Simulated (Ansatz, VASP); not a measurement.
# One calculation of MgO, two programs

```
Mg O
1.0
     3.28175    0.00000    0.00000
    -1.64087    2.84208    0.00000
     0.00000    0.00000    5.08605
Mg O
2 2
Direct
  0.33333 0.66667 0.00366
  0.66667 0.33333 0.50366
  0.33333 0.66667 0.40094
  0.66667 0.33333 0.90094
```

Alike in both runs: task single point; functional PBEsol; k mesh 9 × 9 × 6; occupations gaussian, width 0.05 eV; no spin polarisation.

|  | VASP | Ansatz |
| --- | --- | --- |
| version | VASP 6.6.1 | Ansatz 0.2.0 |
| potentials or method | VASP PAW PBE potentials, release 64 (Mg, O), cutoff 520 eV | scalar-relativistic, plane waves, PAW |
| valence electrons in the cell | 16 | 32 |

|  | VASP | Ansatz | Ansatz less VASP |
| --- | --- | --- | --- |
| gap on the k mesh at the Fermi level (eV) | 3.39 | 3.39 | +0.004 |
| least direct gap on the mesh (eV) | 3.39 | 3.39 | +0.004 |
| pressure (GPa) | 0.0 | 0.3 | +0.29 |
| traceless stress, the component that is largest in VASP (GPa) | -2.50 | -2.49 | +0.013 |
| rms of the force components (eV/Å) | 0.111 | 0.108 | -0.0027 |

VASP's potentials were made for PBE, not for PBEsol, and Ansatz warns of the same on its side. Atom by atom the forces differ by 0.003 eV/Å (rms over components). VASP's potentials hold 16 valence electrons a cell and Ansatz's 32, so a difference there can come from the potentials and not from the codes.
